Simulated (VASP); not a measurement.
**SnPb2O3: single point with PBE**

Crystal: SnPb2O3.

```xyz
12
Lattice="3.9397 -0.0013 0.0107 -0.0008 4.0296 0.0179 0.0435 0.0763 16.3537" Properties=species:S:1:pos:R:3 pbc="T T T"
Sn    2.0142    0.0738   14.9893
Sn    0.0049    2.0187    1.3840
Pb    1.9695   -0.0061    3.7174
Pb    1.9828    0.0311    9.3938
Pb    0.0181    2.0558    6.9638
Pb    0.0493    2.0984   12.6556
O     2.0160    2.0934   13.9056
O     1.9716    2.0137    2.5261
O     1.9848    2.0510    8.2104
O     0.0474    0.0783   13.8471
O     0.0029   -0.0014    2.4676
O     0.0162    0.0358    8.1471
```

```
Program                : VASP 6.6.1
Task                   : single point
Functional             : PBE
Potentials or basis    : VASP PAW PBE potentials, release 64 (Sn_d, Pb_d, O)
Cutoff                 : 520 eV
k mesh                 : 4 × 4 × 1
Occupations            : gaussian, width 0.1 eV
Spin                   : no spin polarisation
Dipole correction      : no
Further INCAR settings : ALGO = Normal; EDIFF = 1e-07; NBANDS = 72
```

```yaml
Pressure: 0.2 GPa
Largest_force: 0.069 eV/Å
Band_gap_on_the_k_mesh: 1.26 eV, indirect (least direct gap 1.51 eV)
```

Forces on the atoms (eV/Å):
```
Sn  -0.001 -0.003  0.069
Sn   0.001  0.001 -0.069
Pb   0.000  0.000  0.037
Pb   0.000  0.000  0.035
Pb   0.001  0.000 -0.035
Pb   0.000  0.000 -0.036
O    0.000  0.001 -0.015
O    0.000  0.000  0.022
O    0.000  0.001  0.007
O    0.000  0.000 -0.023
O    0.000  0.000  0.015
O    0.001 -0.001 -0.005
```

Stress tensor (GPa, compression positive):
```
 0.22  0.03 -0.04
 0.03  0.10 -0.06
-0.04 -0.06  0.18
```

Levels at points of the mesh, in eV from the valence-band top:
| k point | band 57 | band 58 | band 59 | band 60 | band 61 | band 62 | band 63 | band 64 |
| --- | --- | --- | --- | --- | --- | --- | --- | --- |
| (0.00, 0.00, 0.00) | -1.95 | -1.05 | -0.89 | -0.03 | 1.49 | 1.50 | 2.04 | 4.01 |
| (0.50, 0.00, 0.00) | -1.62 | -1.58 | -0.97 | -0.95 | 2.29 | 2.34 | 2.40 | 2.45 |
| (0.00, 0.50, 0.00) | -1.65 | -1.59 | -0.99 | -0.96 | 2.28 | 2.36 | 2.44 | 2.52 |
| (0.50, 0.50, 0.00) | -1.35 | -1.34 | -1.18 | -1.17 | 1.26 | 1.27 | 2.31 | 2.31 |

Run time: 8.6 min on 1 thread of AMD EPYC 7R43 64-Core Processor (Zen 3) (shared host), peak memory 0.37 GiB.

Caveat: spin-orbit coupling is left out, which moves the levels of the heavy elements. As with any semilocal functional, this PBE gap is likely too small.
